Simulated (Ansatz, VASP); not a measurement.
**LiH: VASP beside Ansatz**

File POSCAR:

```
LiH
1.0
    0.0000000000      1.9614580566      1.9614580566
    1.9614580566      0.0000000000      1.9614580566
    1.9614580566      1.9614580566      0.0000000000
Li H
1 1
Direct
    0.0000000000      0.0000000000      0.0000000000
    0.5000000000      0.5000000000      0.5000000000
```

The input INCAR.step1:

```
  PREC = Accurate
  ENCUT = 520
  ISMEAR = 0
  SIGMA = 0.02
  LREAL = False
  LASPH = True
  NELM = 80
  NBANDS = 9
  GGA = PE
  ALGO = Normal
  EDIFF = 1E-4
  LWAVE = True
  LCHARG = False
```

File INCAR.step2:

```
  PREC = Accurate
  ENCUT = 520
  EDIFF = 1E-6
  ISMEAR = 0
  SIGMA = 0.02
  LREAL = False
  LASPH = True
  NELM = 80
  ALGO = Normal
  ISIF = 2
  LWAVE = False
  LCHARG = False
  METAGGA = R2SCAN
  LMIXTAU = True
  NBANDS = 9
  ISTART = 1
```

The input KPOINTS:

```
regular mesh
0
Gamma
  10 10 10
```

Input for Ansatz:

```yaml
crystal:
  lattice:
    - [0.0, 1.9614580727, 1.9614580727]
    - [1.9614580727, 0.0, 1.9614580727]
    - [1.9614580727, 1.9614580727, 0.0]
  atoms:
    - { symbol: Li, position: [0.0, 0.0, 0.0] }
    - { symbol: H, position: [0.5, 0.5, 0.5] }
basis:
  ecutwfc: 500
kpoints:
  mp_grid: { grid: [10, 10, 10] }
hamiltonian:
  xc: r2scan
scf:
  occupations: { method: gaussian, width: 0.02 }
output:
  forces: true
  stress: true
  eigenvalues: true
```

Alike in both runs: task single point; functional r2SCAN; k mesh 10 × 10 × 10; occupations gaussian, width 0.02 eV; no spin polarisation.

|  | VASP | Ansatz |
| --- | --- | --- |
| version | VASP 6.6.1 | Ansatz 0.2.0 |
| potentials or method | VASP PAW PBE potentials, release 64 (Li_sv, H), cutoff 520 eV | scalar-relativistic, plane waves, PAW |
| valence electrons in the cell | 4 | 4 |

Ansatz gave:

```
gap on the k mesh at the Fermi level (eV) : 3.59
least direct gap on the mesh (eV)         : 3.59
```

Question: Which values does VASP return?

Answer: gap on the k mesh at the Fermi level (eV): 3.54; least direct gap on the mesh (eV): 3.54.

VASP's potentials were made for PBE, not for r2SCAN.

Noted on VASP's run: the cutoff is short for stress, so the pressure is rough.
